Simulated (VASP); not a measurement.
Write the native input for VASP 6.6.1 that does the following.

| Quantity | Value |
| --- | --- |
| Task | electric field gradients |
| Functional | LDA |
| Potentials or basis | VASP PAW LDA potentials, release 64 (Hg) |
| Cutoff | 520 eV |
| k mesh | 12 × 12 × 12 |
| Occupations | fermi-dirac, width 0.03 eV |
| Spin | no spin polarisation |
| Dipole correction | no |
| Further INCAR settings | ALGO = Normal; EDIFF = 1e-08; NBANDS = 12 |

The structure of Hg lies in POSCAR:

```
Hg
1.0
    1.6954004462      0.9788399040      2.2340000000
   -1.6954004462      0.9788399040      2.2340000000
    0.0000000000     -1.9576798080      2.2340000000
Hg
1
Direct
    0.0000000000      0.0000000000      0.0000000000
```

This cell differs from its parent crystal: equal xx and yy strain of -2 %.

The input as run:

INCAR

```
ALGO     = Normal         # electronic algorithm
EDIFF    = 1E-8           # SCF threshold, eV
ENCUT    = 520            # plane-wave cutoff, eV
GGA      = CA             # functional
ISIF     = 2              # what is computed and relaxed
ISMEAR   = -1             # smearing method
LASPH    = True           # aspherical terms in the spheres
LCHARG   = False          # write CHGCAR
LEFG     = True         
LREAL    = False          # projectors in reciprocal space
LWAVE    = False          # write WAVECAR
NBANDS   = 12             # bands
NELM     = 80             # most SCF steps
PREC     = Accurate       # precision mode
SIGMA    = 0.03           # smearing width, eV
```

KPOINTS

```
k-points
0
Gamma
  12 12 12
```

Potentials or basis: VASP PAW LDA potentials, release 64 (Hg).

Run with:

```bash
$ cat potpaw_LDA.64/Hg/POTCAR > POTCAR
$ mpirun -np 1 vasp_std > vasp.out
```

Results of the run:

```
Pressure                                : 0.7 GPa
Band gap on the k mesh                  : zero (bands 6 and 7 overlap by 3.33 eV)
Largest electric field gradient by atom : Hg -158.4 V/Å²
```

Caveat: the cell differs from its parent crystal (equal xx and yy strain of -2 %); without QUAD_EFG the Cq values of the log hold for a quadrupole moment of 1 mb, not for the nuclei; spin-orbit coupling is left out, which moves the levels of the heavy elements.

Run time: 16 s on 1 thread of AMD EPYC 9R45 96-Core Processor (Zen 5), with other jobs on the host, peak memory 0.13 GiB.
